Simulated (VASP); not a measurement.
Here is a VASP 6.6.1 calculation.

The input INCAR:

```
SYSTEM = Ir
PREC = Accurate
ENCUT = 520
EDIFF = 1E-6
ISMEAR = -1
SIGMA = 0.1
LREAL = .FALSE.
LASPH = .TRUE.
NELM = 80
ALGO = Normal
ISIF = 2
LWAVE = .FALSE.
LCHARG = .TRUE.
GGA = CA
LELF = .TRUE.
LVHAR = .TRUE.
NBANDS = 20
```

File KPOINTS:

```
Automatic mesh
0
G
  10 10 13
  0 0 0
```

POSCAR

```
Ir
1.0
    4.1330794271      0.0000000000      0.0000000000
   -2.0665397135      3.5793517797      0.0000000000
    0.0000000000      0.0000000000      2.5474152197
Ir
3
Direct
    1.0000000000      0.0000000000      0.0000000000
    0.3333333333      0.6666666667      0.5000000000
    0.6666666667      0.3333333333      0.5000000000
```

Potentials or basis: VASP PAW LDA potentials, release 64 (Ir).

Launch:

```bash
$ cat potpaw_LDA.64/Ir/POTCAR > POTCAR
$ mpirun -np 1 vasp_std > vasp.out
```

Question: What does it give for the pressure?

Answer: 69.8 GPa.

Question: Estimate the band gap on the k mesh.

Answer: Zero (an odd number of electrons rules out a gap without spin polarisation).

Stress tensor (GPa, compression positive):
```
72.43  0.00  0.00
 0.00 72.43  0.00
 0.00  0.00 64.41
```

Caveat: the stress differs along the axes, from 64 to 72 GPa; spin-orbit coupling is left out, which moves the levels of the heavy elements.
